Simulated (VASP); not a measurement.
# SiGe (P6_3mc) in VASP: notebook

The runs below take SiGe through single point, with r2SCAN.

Program: VASP 6.6.1. These are calculated values, not measurements. Logs are shortened: lines on timing, memory, paths and dates and some standing lists are left out, and cuts for length are marked.

## (1) The cell of the first run

The structure is hexagonal, space group P6_3mc (No. 186). Conventional cell: a = 3.904 Å, b = 3.904 Å, c = 6.451 Å, α = 90.00°, β = 90.00°, γ = 120.00°. Si (site symmetry 3m) has 4 Ge at 2.40 to 2.41 Å within 3.2 Å. Ge (site symmetry 3m) has 4 Si at 2.40 to 2.41 Å within 3.2 Å.

## (2) Single point, r2SCAN

POSCAR reads:

```
SiGe
1.0
    3.9044512986      0.0000000000      0.0000000000
   -1.9522256493      3.3813540124      0.0000000000
    0.0000000000      0.0000000000      6.4507830000
Si Ge
2 2
Direct
    0.6666666667      0.3333333333      0.8746070000
    0.3333333333      0.6666666667      0.3746070000
    0.6666666667      0.3333333333      0.5003920000
    0.3333333333      0.6666666667      0.0003920000
```

INCAR.step1 reads:

```
PREC = Accurate
ENCUT = 520
ISMEAR = 0
SIGMA = 0.05
LREAL = F
LASPH = T
NELM = 100
NBANDS = 26
GGA = PE
ALGO = Normal
EDIFF = 1E-4
LWAVE = T
LCHARG = F
```

INCAR.step2 reads:

```
PREC = Accurate
ENCUT = 520
EDIFF = 1E-6
ISMEAR = 0
SIGMA = 0.05
LREAL = F
LASPH = T
NELM = 100
ALGO = Normal
ISIF = 2
LWAVE = F
LCHARG = F
METAGGA = R2SCAN
LMIXTAU = T
NBANDS = 26
ISTART = 1
```

KPOINTS reads:

```
regular mesh
0
Gamma
  12 12 4
```

Potentials or basis: VASP PAW PBE potentials, release 64 (Si, Ge_d).

Launch:

```console
$ cat potpaw_PBE.64/Si/POTCAR potpaw_PBE.64/Ge_d/POTCAR > POTCAR
$ cp INCAR.step1 INCAR
$ mpirun -np 1 vasp_std > vasp.out
$ cp INCAR.step2 INCAR
$ mpirun -np 1 vasp_std > vasp.out
```

OUTCAR:

```text
PREC = Accurate
   ENCUT = 520
   EDIFF = 1E-6
   ISMEAR = 0
   LREAL = F
   LASPH = T
   NELM = 100
   ISIF = 2
   METAGGA = R2SCAN
   ISTART = 1

 ion  position               nearest neighbor table
   1  0.667  0.333  0.875-   4 2.40   4 2.40   4 2.40   3 2.41
   2  0.333  0.667  0.375-   3 2.40   3 2.40   3 2.40   4 2.41
   3  0.667  0.333  0.500-   2 2.40   2 2.40   2 2.40   1 2.41
   4  0.333  0.667  0.000-   1 2.40   1 2.40   1 2.40   2 2.41

  LATTYP: Found a hexagonal cell.
 ALAT       =     3.9044512986
 C/A-ratio  =     1.6521612146

  Lattice vectors:

 A1 = (   3.9044512986,   0.0000000000,   0.0000000000)
 A2 = (  -1.9522256493,   3.3813540124,   0.0000000000)
 A3 = (   0.0000000000,   0.0000000000,   6.4507830000)

Analysis of symmetry for initial positions (statically):
=====================================================================
 Subroutine PRICEL returns:
 Original cell was already a primitive cell.

 Routine SETGRP: Setting up the symmetry group for a
 hexagonal supercell.

 Subroutine GETGRP returns: Found 12 space group operations
 (whereof  6 operations were pure point group operations)
 out of a pool of 24 trial point group operations.

The static configuration has the point symmetry C_3v.
 The point group associated with its full space group is C_6v.

Analysis of symmetry for dynamics (positions and initial velocities):
=====================================================================
 Subroutine PRICEL returns:
 Original cell was already a primitive cell.

 Routine SETGRP: Setting up the symmetry group for a
 hexagonal supercell.

 Subroutine GETGRP returns: Found 12 space group operations
 (whereof  6 operations were pure point group operations)
 out of a pool of 24 trial point group operations.

The dynamic configuration has the point symmetry C_3v.
 The point group associated with its full space group is C_6v.

 Subroutine INISYM returns: Found 12 space group operations
 (whereof  6 operations are pure point group operations),
 and found     1 'primitive' translations

----------------------------------------------------------------------------------------

                                     Primitive cell

  volume of cell :      85.1654

  direct lattice vectors                    reciprocal lattice vectors
     3.904451299  0.000000000  0.000000000     0.256117934  0.147869758  0.000000000
    -1.952225649  3.381354012  0.000000000     0.000000000  0.295739516  0.000000000
     0.000000000  0.000000000  6.450783000     0.000000000  0.000000000  0.155019941

  length of vectors
     3.904451299  3.904451299  6.450783000     0.295739516  0.295739516  0.155019941

  position of ions in fractional coordinates (direct lattice)
     0.666666667  0.333333333  0.874607000
     0.333333333  0.666666667  0.374607000
     0.666666667  0.333333333  0.500392000
     0.333333333  0.666666667  0.000392000

  ion indices of the primitive-cell ions
   primitive index   ion index
                 1           1
                 2           2
                 3           3
                 4           4

----------------------------------------------------------------------------------------

 KPOINTS: regular mesh

Automatic generation of k-mesh.
 Grid dimensions read from file:
 generate k-points for:   12   12    4

 Generating k-lattice:

  Cartesian coordinates                     Fractional coordinates (reciprocal lattice)
     0.021343161  0.012322480  0.000000000     0.083333333  0.000000000  0.000000000
     0.000000000  0.024644960  0.000000000     0.000000000  0.083333333  0.000000000
     0.000000000  0.000000000  0.038754985     0.000000000  0.000000000  0.250000000

  Length of vectors
     0.024644960  0.024644960  0.038754985

  Shift w.r.t. Gamma in fractional coordinates (k-lattice)
     0.000000000  0.000000000  0.000000000

 Subroutine IBZKPT returns following result:
 ===========================================

 Found     57 irreducible k-points:

 Following reciprocal coordinates:
            Coordinates               Weight
  0.000000  0.000000  0.000000      1.000000
  0.083333 -0.000000  0.000000      6.000000
  0.166667  0.000000  0.000000      6.000000
  0.250000  0.000000  0.000000      6.000000
  0.333333  0.000000  0.000000      6.000000
  0.416667 -0.000000  0.000000      6.000000
[... 16 lines left out ...]
  0.250000  0.000000  0.250000     12.000000
  0.333333  0.000000  0.250000     12.000000
 [... further k-points ...]
   k-points           NKPTS =     57   k-points in BZ     NKDIM =     57   number of bands    NBANDS=     26
   number of dos      NEDOS =    301   number of ions     NIONS =      4
   total plane-waves  NPLWV =  43200
   dimension x,y,z NGX =    30 NGY =   30 NGZ =   48
   dimension x,y,z NGXF=    60 NGYF=   60 NGZF=   96
   ions per type =               2   2
   NGX,Y,Z   is equivalent  to a cutoff of  12.77, 12.77, 12.37 a.u.
   NGXF,Y,Z  is equivalent  to a cutoff of  25.55, 25.55, 24.74 a.u.
 SYSTEM =  unknown system
   PREC   = accura    normal or accurate (medium, high low for compatibility)
   ISTART =      1    job   : 0-new  1-cont  2-samecut
   ICHARG =      0    charge: 1-file 2-atom 10-const
   ISPIN  =      1    spin polarized calculation?
   LNONCOLLINEAR =      F non collinear calculations
   LSORBIT =      F    spin-orbit coupling
   LASPH  =      T    aspherical Exc in radial PAW
   ENCUT  =  520.0 eV  38.22 Ry    6.18 a.u.   7.26  7.26 11.99*2*pi/ulx,y,z
   NELM   =    100;   NELMIN=  2; NELMDL=  0     # of ELM steps
   EDIFF  = 0.1E-05   stopping-criterion for ELM
   LREAL  =      F    real-space projection
   EDIFFG = 0.1E-04   stopping-criterion for IOM
   NSW    =      0    number of steps for IOM
   IBRION =     -1    ionic relax: 0-MD 1-quasi-New 2-CG
   NFREE  =      0    steps in history (QN), initial steepest desc. (CG)
   ISIF   =      2    stress and relaxation
   ISYM   =      2    0-nonsym 1-usesym 2-fastsym
   POTIM  = 0.5000    time-step for ionic-motion
   TEBEG  =    0.0;   TEEND  =   0.0 temperature during run
   PSTRESS=    0.0 pullay stress
   NELECT =      36.0000    total number of electrons
   NUPDOWN=      -1.0000    fix difference up-down
   EMIN   =  10.00;   EMAX   =-10.00  energy-range for DOS
   EFERMI =   0.00;   METHOD = LEGACY
   ISMEAR =     0;   SIGMA  =   0.05  broadening in eV -4-tet -1-fermi 0-gaus
   EFERMI_NEDOS =   21; number of points for ismear=-14 and -15
   IALGO  =     38    algorithm
   IMIX   =      4    mixing-type and parameters
     AMIX     =   0.40;   BMIX     =  1.00
     AMIX_MAG =   1.60;   BMIX_MAG =  1.00
  volume/ion in A,a.u.               =      21.29       143.68
  Fermi-wavevector in a.u.,A,eV,Ry     =   1.228631  2.321775 20.538443  1.509533
  Thomas-Fermi vector in A             =   2.363549
   LORBIT       =      0    0 simple, 1 ext, 2 COOP (PROOUT), +10 PAW based schemes
   METAGGA = R2SCAN    functional components
   LHFCALC =     F    Hartree Fock is set to
   AEXX    =    0.0000 exact exchange contribution
   IVDW    =     0    specifies the selected vdW correction
   LEPSILON=     F    determine dielectric tensor
   LRPA    =     F    only Hartree local field effects (RPA)
 non-spin polarized calculation
 Gauss-broadening in eV      SIGMA  =   0.05
  energy-cutoff  :      520.00
  volume of cell :       85.17
 maximum number of plane-waves:      2316
 NGX is ok and might be reduce to    30
   NGX = 15   NGY = 15   NGZ = 23

 number of electron      35.9999968 magnetization

 Free energy of the ion-electron system (eV)
  ---------------------------------------------------
  ext. energy  EPLUGINS =         0.00000000
  ---------------------------------------------------
  free energy    TOTEN  =       -45.17588702 eV

  energy without entropy =      -45.17588702  energy(sigma->0) =      -45.17588702

 E-fermi :   5.7879     XC(G=0): -10.3759

 val. band max:        5.4758187698   @ k =   0.0000   0.0000   0.0000
 cond. band min:       6.1372374787   @ k =   0.5000   0.0000   0.0000
 fundamental gap:      0.6614187089
 Fermi energy:         5.7879354255

 k-point     1 :       0.0000    0.0000    0.0000
  band No.  band energies     occupation
      1     -19.7478      2.00000
      2     -19.7478      2.00000
      3     -19.7446      2.00000
      4     -19.7446      2.00000
      5     -19.7415      2.00000
      6     -19.7415      2.00000
[... 18 lines left out ...]
     25      10.0600      0.00000
     26      12.4411      0.00000

 k-point     2 :       0.0833   -0.0000    0.0000
  band No.  band energies     occupation
      1     -19.7480      2.00000
      2     -19.7474      2.00000
      3     -19.7448      2.00000
      4     -19.7442      2.00000
      5     -19.7412      2.00000
      6     -19.7409      2.00000
[... 18 lines left out ...]
     25      10.3910      0.00000
     26      11.8634      0.00000

 k-point     3 :       0.1667    0.0000    0.0000
  band No.  band energies     occupation
      1     -19.7486      2.00000
      2     -19.7464      2.00000
      3     -19.7450      2.00000
      4     -19.7431      2.00000
      5     -19.7402      2.00000
      6     -19.7396      2.00000
[... 18 lines left out ...]
     25      11.1095      0.00000
     26      11.2568      0.00000

 k-point     4 :       0.2500    0.0000    0.0000
  band No.  band energies     occupation
      1     -19.7497      2.00000
      2     -19.7459      2.00000
      3     -19.7445      2.00000
      4     -19.7417      2.00000
      5     -19.7387      2.00000
      6     -19.7378      2.00000
[... 18 lines left out ...]
     25      12.4337      0.00000
     26      12.5370      0.00000

 k-point     5 :       0.3333    0.0000    0.0000
  band No.  band energies     occupation
      1     -19.7510      2.00000
      2     -19.7465      2.00000
      3     -19.7431      2.00000
      4     -19.7405      2.00000
      5     -19.7370      2.00000
      6     -19.7361      2.00000
[... 18 lines left out ...]
     25      12.6659      0.00000
     26      13.4186      0.00000

 k-point     6 :       0.4167   -0.0000    0.0000
  band No.  band energies     occupation
      1     -19.7519      2.00000
      2     -19.7470      2.00000
      3     -19.7421      2.00000
      4     -19.7398      2.00000
      5     -19.7357      2.00000
      6     -19.7349      2.00000
[... 427 lines left out ...]
 k-point    21 :       0.0833   -0.0000    0.2500
  band No.  band energies     occupation
      1     -19.7479      2.00000
      2     -19.7476      2.00000
      3     -19.7442      2.00000
      4     -19.7437      2.00000
      5     -19.7417      2.00000
      6     -19.7414      2.00000
[... 18 lines left out ...]
     25       9.9558      0.00000
     26      12.5863      0.00000

 k-point    22 :       0.1667    0.0000    0.2500
  band No.  band energies     occupation
      1     -19.7485      2.00000
      2     -19.7473      2.00000
      3     -19.7438      2.00000
      4     -19.7426      2.00000
      5     -19.7408      2.00000
      6     -19.7401      2.00000
[... 18 lines left out ...]
     25      10.7941      0.00000
     26      12.0459      0.00000

 k-point    23 :       0.2500    0.0000    0.2500
  band No.  band energies     occupation
      1     -19.7495      2.00000
      2     -19.7474      2.00000
      3     -19.7428      2.00000
      4     -19.7411      2.00000
      5     -19.7393      2.00000
      6     -19.7383      2.00000
[... 18 lines left out ...]
     25      11.9070      0.00000
     26      12.1130      0.00000

 k-point    24 :       0.3333    0.0000    0.2500
  band No.  band energies     occupation
      1     -19.7507      2.00000
      2     -19.7480      2.00000
      3     -19.7415      2.00000
      4     -19.7398      2.00000
      5     -19.7377      2.00000
      6     -19.7367      2.00000
[... 18 lines left out ...]
     25      13.0308      0.00000
     26      13.2278      0.00000

 [... further k-points ...]
[... 5 lines left out ...]
  --------------------------------------------------------------------------------------
  -------------------------------------------------------------------------------------
  Total       -0.0153985     -0.0153985     -0.0003788      0.0000000      0.0000000     -0.0000000
  in kB       -0.2896842     -0.2896842     -0.0071260      0.0000000      0.0000000     -0.0000000
  external PRESSURE =      -0.1954981 kB  Pullay stress =       0.0000000 kB

 VOLUME and BASIS-vectors are now :
 -----------------------------------------------------------------------------
  energy-cutoff  :      520.00
  volume of cell :       85.17
      direct lattice vectors                 reciprocal lattice vectors
     3.904451299  0.000000000  0.000000000     0.256117934  0.147869758  0.000000000
    -1.952225649  3.381354012  0.000000000     0.000000000  0.295739516  0.000000000
     0.000000000  0.000000000  6.450783000     0.000000000  0.000000000  0.155019941

 POSITION                                       TOTAL-FORCE (eV/Angst)
 -----------------------------------------------------------------------------------
      1.95223      1.12712      5.64190        -0.000000      0.000000     -0.022119
     -0.00000      2.25424      2.41651         0.000000      0.000000     -0.022119
      1.95223      1.12712      3.22792         0.000000      0.000000      0.022119
     -0.00000      2.25424      0.00253        -0.000000     -0.000000      0.022119
 -----------------------------------------------------------------------------------
    total drift:                               -0.000000     -0.000000      0.018995

  FREE ENERGIE OF THE ION-ELECTRON SYSTEM (eV)
  ---------------------------------------------------
  free  energy   TOTEN  =       -45.1758870179 eV

  energy  without entropy=      -45.1758870179  energy(sigma->0) =      -45.17588702
```

Wall time 4.9 min (1 thread of Intel Xeon 6975P-C, shared host); peak memory 0.27 GiB.

What came out:

| Property | Result |
| --- | --- |
| Free energy | -45.1759 eV |
| Pressure | 0.0 GPa |
| Largest force | 0.022 eV/Å |
| Band gap on the k mesh | 0.66 eV, indirect (least direct gap 0.78 eV) |

Forces on the atoms (eV/Å):
```
Si   0.000  0.000 -0.022
Si   0.000  0.000 -0.022
Ge   0.000  0.000  0.022
Ge   0.000  0.000  0.022
```

Caveat: the PAW data sets were made with another functional, which shifts forces and pressure a little.

## (3) Single point, r2SCAN

POSCAR is that of step 2.

INCAR.step1 reads:

```
SYSTEM = SiGe
ALGO     = Normal         ! electronic algorithm
EDIFF    = 1E-4           ! SCF threshold, eV
ENCUT    = 520            ! plane-wave cutoff, eV
GGA      = PE             ! functional
ISMEAR   = 0              ! smearing method
LASPH    = .TRUE.         ! aspherical terms in the spheres
LCHARG   = .FALSE.        ! write CHGCAR
LREAL    = .FALSE.        ! projectors in reciprocal space
LWAVE    = .TRUE.         ! write WAVECAR
NBANDS   = 26             ! bands
NELM     = 60             ! most SCF steps
PREC     = Accurate       ! precision mode
SIGMA    = 0.05           ! smearing width, eV
```

INCAR.step2 reads:

```
SYSTEM = SiGe
ALGO     = Normal         ! electronic algorithm
EDIFF    = 1E-7           ! SCF threshold, eV
ENCUT    = 520            ! plane-wave cutoff, eV
ISIF     = 2              ! what is computed and relaxed
ISMEAR   = 0              ! smearing method
ISTART   = 1            
LASPH    = .TRUE.         ! aspherical terms in the spheres
LCHARG   = .FALSE.        ! write CHGCAR
LMIXTAU  = .TRUE.       
LREAL    = .FALSE.        ! projectors in reciprocal space
LWAVE    = .FALSE.        ! write WAVECAR
METAGGA  = R2SCAN         ! meta-GGA
NBANDS   = 26             ! bands
NELM     = 60             ! most SCF steps
PREC     = Accurate       ! precision mode
SIGMA    = 0.05           ! smearing width, eV
```

KPOINTS reads:

```
k-points
0
G
  12 12 6
  0 0 0
```

Potentials or basis: VASP PAW PBE potentials, release 64 (Si, Ge_d).

Launch:

```console
$ cat potpaw_PBE.64/Si/POTCAR potpaw_PBE.64/Ge_d/POTCAR > POTCAR
$ cp INCAR.step1 INCAR
$ mpirun -np 1 vasp_std > vasp.out
$ cp INCAR.step2 INCAR
$ mpirun -np 1 vasp_std > vasp.out
```

It took 5.1 min on 1 thread of Intel Xeon 6975P-C (Granite Rapids), shared host; peak memory 0.3 GiB.

The run converged. Its results:

| Item | Value |
| --- | --- |
| Free energy | -45.1750 eV |
| Pressure | 0.0 GPa |
| Largest force | 0.021 eV/Å |
| Band gap on the k mesh | 0.66 eV, indirect (least direct gap 0.78 eV) |

Forces in eV/Å, atoms in the order of the input:
```
Si   0.000  0.000 -0.021
Si   0.000  0.000 -0.021
Ge   0.000  0.000  0.021
Ge   0.000  0.000  0.021
```

Stress tensor (GPa, compression positive):
```
-0.04  0.00  0.00
 0.00 -0.04  0.00
 0.00  0.00  0.04
```

Levels at points of the mesh, in eV from the valence-band top:
| k point | band 15 | band 16 | band 17 | band 18 | band 19 | band 20 | band 21 | band 22 |
| --- | --- | --- | --- | --- | --- | --- | --- | --- |
| (0.00, 0.00, 0.00) | -1.66 | -0.32 | 0.00 | 0.00 | 0.78 | 1.92 | 2.24 | 2.24 |
| (0.50, 0.00, 0.00) | -4.91 | -3.32 | -3.08 | -1.61 | 0.66 | 2.34 | 3.55 | 3.61 |
| (0.00, 0.00, 0.50) | -1.01 | -1.01 | -1.01 | -1.01 | 1.58 | 1.58 | 3.34 | 3.34 |
| (0.50, 0.00, 0.50) | -2.70 | -2.70 | -2.63 | -2.63 | 0.93 | 0.93 | 2.12 | 2.12 |

Caveat: the PAW data sets were made with another functional, which shifts forces and pressure a little.
